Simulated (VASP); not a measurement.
# GaAs (WC type): electric field gradients with r2SCAN

The system is GaAs (WC type).

```
Ga As
1.0
     3.84042    0.00000    0.00000
    -1.92021    3.32590    0.00000
     0.00000    0.00000    3.24028
Ga As
1 1
Direct
  0.00000 0.00000 0.00000
  0.33333 0.66667 0.50000
```

```json
{"Program": "VASP 6.6.1", "Task": "electric field gradients", "Functional": "r2SCAN", "Potentials or basis": "VASP PAW PBE potentials, release 64 (Ga_d, As)", "Cutoff": "520 eV", "k mesh": "13 × 13 × 11", "Occupations": "fermi-dirac, width 0.05 eV", "Spin": "no spin polarisation", "Dipole correction": "no", "Further INCAR settings": "ALGO = Normal; EDIFF = 1e-08; NBANDS = 16"}
```

```yaml
Pressure: -2.4 GPa
Band_gap_on_the_k_mesh: zero (bands 9 and 10 overlap by 4.24 eV)
Largest_electric_field_gradient_by_atom: Ga +8.2; As +127.3 V/Å²
```

Stress tensor (GPa, compression positive):
```
-2.31  0.00  0.00
 0.00 -2.31  0.00
 0.00  0.00 -2.60
```

Levels at points of the mesh, in eV from the Fermi level:
| k point | band 6 | band 7 | band 8 | band 9 | band 10 | band 11 | band 12 | band 13 |
| --- | --- | --- | --- | --- | --- | --- | --- | --- |
| (0.00, 0.00, 0.00) | -13.77 | -1.27 | -1.02 | -1.02 | 0.24 | 4.10 | 4.10 | 5.93 |

Electric field gradients, principal values (V/Å²):
```tsv
atom	least	middle	greatest (by size)
1 Ga	-4.102	-4.105	8.207
2 As	-63.657	-63.658	127.316
```

It took 2.7 min on 1 thread of Intel(R) Xeon(R) 6975P-C (Granite Rapids) (shared host), peak memory 0.23 GiB.

Caveat: without QUAD_EFG the Cq values of the log hold for a quadrupole moment of 1 mb, not for the nuclei; the PAW data sets were made with another functional, which shifts forces and pressure a little.
